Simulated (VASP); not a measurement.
Input of a VASP 6.6.1 run:

The input INCAR:

```
SYSTEM = ScIrS3
ALGO = Normal ; EDIFF = 1E-6
ENCUT = 520 ; GGA = PE
ISIF = 2 ; ISMEAR = 0
ISPIN = 2 ; LASPH = .True.
LCHARG = .False. ; LMAXMIX = 4
LORBIT = 11 ; LREAL = .False.
LWAVE = .False. ; MAGMOM = 0.02 0.13 0.02 0.02 0.02
NBANDS = 31 ; NELM = 150
PREC = Accurate ; SIGMA = 0.1
```

KPOINTS

```
k-points
0
Gamma
  8 8 8
  0 0 0
```

The input POSCAR:

```
ScIrS3
1.0
    4.6394999793      0.0000000000      0.0000000000
    0.0000000000      4.6394999793      0.0000000000
    0.0000000000      0.0000000000      4.6394999793
Sc Ir S
1 1 3
Direct
    0.5000000000      0.5000000000      0.5000000000
    0.0000000000      0.0000000000      0.0000000000
    0.5000000000      0.0000000000      0.0000000000
    0.0000000000      0.5000000000      0.0000000000
    0.0000000000      0.0000000000      0.5000000000
```

Potentials or basis: VASP PAW PBE potentials, release 64 (Sc_sv, Ir, S).

Launch:

```bash
$ cat potpaw_PBE.64/Sc_sv/POTCAR potpaw_PBE.64/Ir/POTCAR potpaw_PBE.64/S/POTCAR > POTCAR
$ mpirun -np 1 vasp_std > vasp.out
```

What does it give for the net moment?

0.00 μB per cell.

What does it give for the band gap on the k mesh?

Zero (filled and empty bands overlap).

Caveat: spin-orbit coupling is left out, which moves the levels of the heavy elements.
